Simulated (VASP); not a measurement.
Wanted: the native input for a VASP 6.6.1 run.

```yaml
Task: single point
Functional: r2SCAN
Potentials_or_basis: VASP PAW PBE potentials, release 64 (Ti_sv, Al)
Cutoff: 520 eV
k_mesh: 18 × 18 × 10
Occupations: gaussian, width 0.15 eV
Spin: no spin polarisation
Dipole_correction: no
Further_INCAR_settings: ALGO = Normal; EDIFF = 1e-07; NBANDS = 14
```

TiAl:

```xyz
2
Lattice="2.8673 0.0000 0.0000 -1.4336 2.4831 0.0000 0.0000 0.0000 4.6781" Properties=species:S:1:pos:R:3 pbc="T T T"
Ti   -0.2000    0.1000    0.0000
Al    0.0000    1.6554    2.3390
```

This cell differs from its parent crystal: atom 1 (Ti) moved by (-0.200, +0.100) A along x and y.

These files were run (other wordings do the same):

POSCAR

```
TiAl
1.0
    2.8672622327      0.0000000000      0.0000000000
   -1.4336311163      2.4831219328      0.0000000000
    0.0000000000      0.0000000000      4.6780830000
Ti Al
1 1
Direct
   -0.0496170080      0.0402718846      0.0000000000
    0.3333333333      0.6666666667      0.5000000000
```

INCAR.step1

```
  ALGO = Normal
  EDIFF = 1E-4
  ENCUT = 520
  GGA = PE
  ISMEAR = 0
  LASPH = T
  LCHARG = F
  LREAL = F
  LWAVE = T
  NBANDS = 14
  NELM = 100
  PREC = Accurate
  SIGMA = 0.15
```

INCAR.step2

```
  ALGO = Normal
  EDIFF = 1E-7
  ENCUT = 520
  ISIF = 2
  ISMEAR = 0
  ISTART = 1
  LASPH = T
  LCHARG = T
  LELF = T
  LMIXTAU = T
  LREAL = F
  LVHAR = T
  LWAVE = F
  METAGGA = R2SCAN
  NBANDS = 14
  NELM = 100
  PREC = Accurate
  SIGMA = 0.15
```

KPOINTS

```
k-points
0
Gamma
  18 18 10
```

Potentials or basis: VASP PAW PBE potentials, release 64 (Ti_sv, Al).

Command:

```console
$ cat potpaw_PBE.64/Ti_sv/POTCAR potpaw_PBE.64/Al/POTCAR > POTCAR
$ cp INCAR.step1 INCAR
$ mpirun -np 1 vasp_std > vasp.out
$ cp INCAR.step2 INCAR
$ mpirun -np 1 vasp_std > vasp.out
```

It gave:

The pressure is -0.6 GPa and the largest force is 0.333 eV/Å. The band gap on the k mesh is zero (an odd number of electrons rules out a gap without spin polarisation).

Caveat: the cell differs from its parent crystal (atom 1 (Ti) moved by (-0.200, +0.100) A along x and y); the PAW data sets were made with another functional, which shifts forces and pressure a little.

Run time: 9 min on 1 thread of Intel(R) Xeon(R) 6975P-C (Granite Rapids) (shared host), peak memory 0.56 GiB.
